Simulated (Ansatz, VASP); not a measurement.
**Two plane-wave programs on ZnSe**

INCAR

```
SYSTEM = ZnSe
PREC = Accurate
ENCUT = 520
EDIFF = 1E-6
ISMEAR = 0
SIGMA = 0.05
LREAL = .False.
LASPH = .True.
NELM = 100
ALGO = Normal
ISIF = 2
LWAVE = .False.
LCHARG = .True.
GGA = PE
LELF = .True.
LVHAR = .True.
NBANDS = 16
```

The input KPOINTS:

```
Automatic mesh
0
Gamma
  8 8 8
  0 0 0
```

File POSCAR:

```
ZnSe
1.0
    0.0000000000      2.9805569459      3.0951937515
    2.9805569459      0.0000000000      3.0951937515
    2.9805569459      2.9805569459      0.0000000000
Zn Se
1 1
Direct
    0.0000000000      0.0000000000      0.0000000000
    0.7500000000      0.7500000000      0.7500000000
```

Input for Ansatz:

```yaml
crystal:
  lattice:
    - [0.0, 2.9805569459, 3.0951937515]
    - [2.9805569459, 0.0, 3.0951937515]
    - [2.9805569459, 2.9805569459, 0.0]
  atoms:
    - { symbol: Zn, position: [0.0, 0.0, 0.0] }
    - { symbol: Se, position: [0.75, 0.75, 0.75] }
basis:
  ecutwfc: 420
kpoints:
  mp_grid: { grid: [8, 8, 8] }
hamiltonian:
  xc: pbe
scf:
  occupations: { method: gaussian, width: 0.05 }
output:
  forces: true
  stress: true
  eigenvalues: true
```

Change from the starting cell: strain +0.040 along x and y, +0.080 along z, atoms carried along.

Alike in both runs: task single point; functional PBE; k mesh 8 × 8 × 8; occupations gaussian, width 0.05 eV; no spin polarisation.

|  | VASP | Ansatz |
| --- | --- | --- |
| version | VASP 6.6.1 | Ansatz 0.2.0 |
| potentials or method | VASP PAW PBE potentials, release 64 (Zn, Se), cutoff 520 eV | scalar-relativistic, plane waves, PAW |
| valence electrons in the cell | 18 | 28 |

|  | VASP | Ansatz | Ansatz less VASP |
| --- | --- | --- | --- |
| gap on the k mesh at the Fermi level (eV) | 0.54 | 0.54 | +0.002 |
| least direct gap on the mesh (eV) | 0.54 | 0.54 | +0.002 |
| pressure (GPa) | -6.1 | -6.2 | -0.11 |
| traceless stress, the component that is largest in VASP (GPa) | -0.92 | -0.92 | -0.002 |

VASP's potentials hold 18 valence electrons a cell and Ansatz's 28, so a difference there can come from the potentials and not from the codes.
